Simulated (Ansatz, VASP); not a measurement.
# Al2H: VASP beside Ansatz

```
Al H
1.0
     2.92891    0.00000    0.00000
    -1.46445    2.53651    0.00000
     0.00000    0.00000    4.84015
Al H
2 1
Direct
  0.66667 0.33333 0.74152
  0.33333 0.66667 0.25848
  0.00000 0.00000 0.00000
```

Alike in both runs: functional PBE; k mesh 8 × 8 × 4; occupations gaussian, width 0.2 eV; no spin polarisation.

Ansatz relaxed the structure, and its values are those at the end. VASP's run is a single point on that final structure, the one shown.

|  | VASP | Ansatz |
| --- | --- | --- |
| version | VASP 6.6.1 | Ansatz 0.2.0 |
| potentials or method | VASP PAW PBE potentials, release 64 (Al, H), cutoff 500 eV | scalar-relativistic, plane waves, PAW |
| valence electrons in the cell | 7 | 7 |

```csv
,VASP,Ansatz,Ansatz less VASP
gap on the k mesh at the Fermi level (eV),none,none,-
pressure (GPa),-0.3,-0.2,+0.10
rms of the force components (eV/Å),0.027,0.028,+0.0002
```

A gap of «none» marks a metal or a gap that the smearing closes. The functional is the same, so the differences come from potentials, cutoffs and numerics.
